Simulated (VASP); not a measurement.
Here is a VASP 6.6.1 calculation.

Contents of POSCAR:

```
NaH
1.0
    2.4400000000      2.4400000000      0.0000000000
   -2.4400000000      2.4400000000      0.0000000000
    0.0000000000      2.4400000000      2.4400000000
Na H
1 1
Direct
    0.0000000000      0.0000000000      0.0000000000
    0.5000000000      0.5000000000      0.0000000000
```

The input INCAR.step1:

```
PREC     = Accurate       # precision mode
ENCUT    = 600            # plane-wave cutoff, eV
ISMEAR   = -1             # smearing method
SIGMA    = 0.08           # smearing width, eV
LREAL    = F              # projectors in reciprocal space
LASPH    = T              # aspherical terms in the spheres
NELM     = 100            # most SCF steps
GGA      = PE             # functional
ALGO     = Normal         # electronic algorithm
EDIFF    = 1E-4           # SCF threshold, eV
LWAVE    = T              # write WAVECAR
LCHARG   = F              # write CHGCAR
```

File INCAR.step2:

```
PREC     = Accurate       # precision mode
ENCUT    = 600            # plane-wave cutoff, eV
EDIFF    = 1E-6           # SCF threshold, eV
ISMEAR   = -1             # smearing method
SIGMA    = 0.08           # smearing width, eV
LREAL    = F              # projectors in reciprocal space
LASPH    = T              # aspherical terms in the spheres
NELM     = 100            # most SCF steps
ALGO     = Normal         # electronic algorithm
ISIF     = 3              # what is computed and relaxed
LWAVE    = F              # write WAVECAR
LCHARG   = F              # write CHGCAR
METAGGA  = R2SCAN         # meta-GGA
LMIXTAU  = T            
IBRION   = 2              # ionic algorithm
NSW      = 100            # ionic steps
EDIFFG   = -0.002         # ionic threshold
ISTART   = 1
```

Contents of KPOINTS:

```
regular mesh
0
Gamma
  12 12 12
```

Potentials or basis: VASP PAW PBE potentials, release 64 (Na_pv, H).

Run with:

```bash
$ cat potpaw_PBE.64/Na_pv/POTCAR potpaw_PBE.64/H/POTCAR > POTCAR
$ cp INCAR.step1 INCAR
$ mpirun -np 1 vasp_std > vasp.out
$ cp INCAR.step2 INCAR
$ mpirun -np 1 vasp_std > vasp.out
```

Question: Predict the relaxed volume.

Answer: 13.62 Å³/atom.

Question: What does it give for the relaxed cell?

Answer: a = 3.377 Å, b = 3.377 Å, c = 3.377 Å, α = 60.00°, β = 60.00°, γ = 90.00°.

Final structure:
```
Na H
1.0
     2.38825    2.38825    0.00000
    -2.38825    2.38825    0.00000
     0.00000    2.38825    2.38825
Na H
1 1
Direct
  0.00000 0.00000 0.00000
  0.50000 0.50000 0.00000
```

Caveat: the PAW data sets were made with another functional, which shifts forces and pressure a little.
